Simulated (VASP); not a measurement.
# CsH (I4/mmm) in VASP: a series of runs, part 2 of 2

VASP 6.6.1. The steps go on from the part before.

**3. Single point, LDA (uniaxial strain along c: +6.0 %, then relaxed in part)**

INCAR

```
SYSTEM = CsH
PREC     = Accurate       ! precision mode
ENCUT    = 520            ! plane-wave cutoff, eV
EDIFF    = 1E-7           ! SCF threshold, eV
ISMEAR   = 0              ! smearing method
SIGMA    = 0.02           ! smearing width, eV
LREAL    = .FALSE.        ! projectors in reciprocal space
LASPH    = .TRUE.         ! aspherical terms in the spheres
NELM     = 100            ! most SCF steps
ALGO     = Normal         ! electronic algorithm
ISIF     = 2              ! what is computed and relaxed
LWAVE    = .FALSE.        ! write WAVECAR
LCHARG   = .FALSE.        ! write CHGCAR
GGA      = CA             ! functional
NBANDS   = 18             ! bands
```

KPOINTS

```
Automatic mesh
0
G
  6 6 6
  0 0 0
```

POSCAR

```
CsH
1.0
    3.0402690358      3.0402690358      0.0000000000
   -3.0402690358      3.0402690358      0.0000000000
    0.0000000000      0.0000000000      6.4683706497
Cs H
2 2
Direct
    0.0000000000      0.0000000000      0.0000000000
    0.5000000000      0.5000000000      0.5000000000
    0.5000000000      0.5000000000      0.0000000000
    0.0000000000      0.0000000000      0.5000000000
```

Potentials or basis: VASP PAW LDA potentials, release 64 (Cs_sv, H).

Command:

```
$ cat potpaw_LDA.64/Cs_sv/POTCAR potpaw_LDA.64/H/POTCAR > POTCAR
$ mpirun -np 1 vasp_std > vasp.out
```

Run time: 46 s. Hardware: 1 thread of Intel Xeon Platinum 8559C (Emerald Rapids), shared host; peak memory 0.22 GiB.

The run converged. Its results:

- Free energy: -9.8145 eV
- Pressure: -0.4 GPa
- Band gap on the k mesh: 1.79 eV

Stress tensor (GPa, compression positive):
```
 0.07  0.00  0.00
 0.00  0.07  0.00
 0.00  0.00 -1.43
```

Levels at points of the mesh, in eV from the valence-band top:
```
           k point  band 8  band 9  band 10  band 11  band 12  band 13
(0.00, 0.00, 0.00)   -7.85   -2.07    -1.49     2.77     4.73     5.07
(0.50, 0.00, 0.00)   -7.94   -0.40    -0.40     2.95     2.95     3.63
(0.50, 0.50, 0.00)   -8.24   -1.50    -1.50     2.60     2.60     5.79
(0.00, 0.00, 0.50)   -8.01   -1.34    -1.34     3.50     3.50     3.87
(0.50, 0.00, 0.50)   -7.93    0.00     0.00     1.79     1.79     4.26
(0.50, 0.50, 0.50)   -8.28   -1.10    -1.10     3.89     3.89     3.89
```

Caveat: the cell differs from its parent crystal (uniaxial strain along c: +6.0 %, then relaxed in part); spin-orbit coupling is left out, which moves the levels of the heavy elements. A k mesh can miss the band edges.

**4. Single point, LDA**

This run uses another cell than the first one, of 29.89 Å³/atom.

INCAR

```
SYSTEM = CsH
  ALGO = Normal
  EDIFF = 1E-7
  ENCUT = 520
  ISIF = 2
  ISMEAR = 0
  LASPH = .TRUE.
  LCHARG = .FALSE.
  LREAL = .FALSE.
  LWAVE = .FALSE.
  NBANDS = 18
  NELM = 100
  PREC = Accurate
  SIGMA = 0.02
```

KPOINTS

```
k-points
0
G
  6 6 6
  0 0 0
```

POSCAR is that of step 3.

Potentials or basis: VASP PAW LDA potentials, release 64 (Cs_sv, H).

Command:

```
$ cat potpaw_LDA.64/Cs_sv/POTCAR potpaw_LDA.64/H/POTCAR > POTCAR
$ mpirun -np 1 vasp_std > vasp.out
```

OUTCAR:

```text
SYSTEM = CsH
   EDIFF = 1E-7
   ENCUT = 520
   ISIF = 2
   ISMEAR = 0
   LASPH = .TRUE.
   LREAL = .FALSE.
   NELM = 100
   PREC = Accurate

 ion  position               nearest neighbor table
   1  0.000  0.000  0.000-
   2  0.500  0.500  0.500-
   3  0.500  0.500  0.000-
   4  0.000  0.000  0.500-

  LATTYP: Found a simple tetragonal cell.
 ALAT       =     4.2995897037
 C/A-ratio  =     1.5044157921

  Lattice vectors:

 A1 = (   3.0402690358,   3.0402690358,   0.0000000000)
 A2 = (  -3.0402690358,   3.0402690358,   0.0000000000)
 A3 = (   0.0000000000,   0.0000000000,   6.4683706497)

Analysis of symmetry for initial positions (statically):
=====================================================================
 Subroutine PRICEL returns following result:

  LATTYP: Found a body centered tetragonal cell.
 ALAT       =     4.2995897037
 C/A-ratio  =     1.5044157921

  Lattice vectors:

 A1 = (   3.0402690358,   0.0000000000,  -3.2341853248)
 A2 = (  -3.0402690358,   0.0000000000,  -3.2341853248)
 A3 = (   0.0000000000,   3.0402690358,   3.2341853248)

[... 183 lines left out ...]
 E-fermi :   0.5811     XC(G=0):  -7.8197

 val. band max:        0.4731902832   @ k =   0.5000   0.0000   0.5000
 cond. band min:       2.2673407928   @ k =   0.5000   0.0000   0.5000
 fundamental gap:      1.7941505096
 Fermi energy:         0.5811463746

 k-point     1 :       0.0000    0.0000    0.0000
  band No.  band energies     occupation
      1     -21.0512      2.00000
      2     -20.9228      2.00000
      3      -8.3689      2.00000
      4      -7.6753      2.00000
      5      -7.6753      2.00000
      6      -7.4509      2.00000
[... 481 lines left out ...]
      5      -7.6421      2.00000
      6      -7.6421      2.00000
[... 10 lines left out ...]
     17       7.4307      0.00000
     18       7.4307      0.00000

 [... further k-points ...]

------------------------ aborting loop because EDIFF is reached ----------------------------------------

  FORCE on cell =-STRESS in cart. coord.  units (eV):
  Direction    XX          YY          ZZ          XY          YZ          ZX
  --------------------------------------------------------------------------------------
  -------------------------------------------------------------------------------------
  Total        0.0491672      0.0491672     -1.0663577      0.0000000      0.0000000     -0.0000000
  in kB        0.6587746      0.6587746    -14.2877734      0.0000000      0.0000000     -0.0000000
  external PRESSURE =      -4.3234080 kB  Pullay stress =       0.0000000 kB

 VOLUME and BASIS-vectors are now :
 -----------------------------------------------------------------------------
  energy-cutoff  :      520.00
  volume of cell :      119.58
      direct lattice vectors                 reciprocal lattice vectors
     3.040269036  3.040269036  0.000000000     0.164459130  0.164459130  0.000000000
    -3.040269036  3.040269036  0.000000000    -0.164459130  0.164459130  0.000000000
     0.000000000  0.000000000  6.468370650     0.000000000  0.000000000  0.154598438

 POSITION                                       TOTAL-FORCE (eV/Angst)
 -----------------------------------------------------------------------------------
      0.00000      0.00000      0.00000        -0.000000      0.000000     -0.000000
      0.00000      3.04027      3.23419         0.000000     -0.000000     -0.000000
      0.00000      3.04027      0.00000        -0.000000     -0.000000      0.000000
      0.00000      0.00000      3.23419         0.000000     -0.000000      0.000000
 -----------------------------------------------------------------------------------
    total drift:                               -0.000000      0.000000     -0.000000

  FREE ENERGIE OF THE ION-ELECTRON SYSTEM (eV)
  ---------------------------------------------------
  free  energy   TOTEN  =        -9.8145445070 eV

  energy  without entropy=       -9.8145445070  energy(sigma->0) =       -9.81454451
```

Run time: 43 s. Hardware: 1 thread of Intel Xeon Platinum 8559C (Emerald Rapids), shared host; peak memory 0.22 GiB.

What came out:

| Property | Result |
| --- | --- |
| Free energy | -9.8145 eV |
| Pressure | -0.4 GPa |
| Band gap on the k mesh | 1.79 eV |

Caveat: spin-orbit coupling is left out, which moves the levels of the heavy elements. A k mesh can miss the band edges.
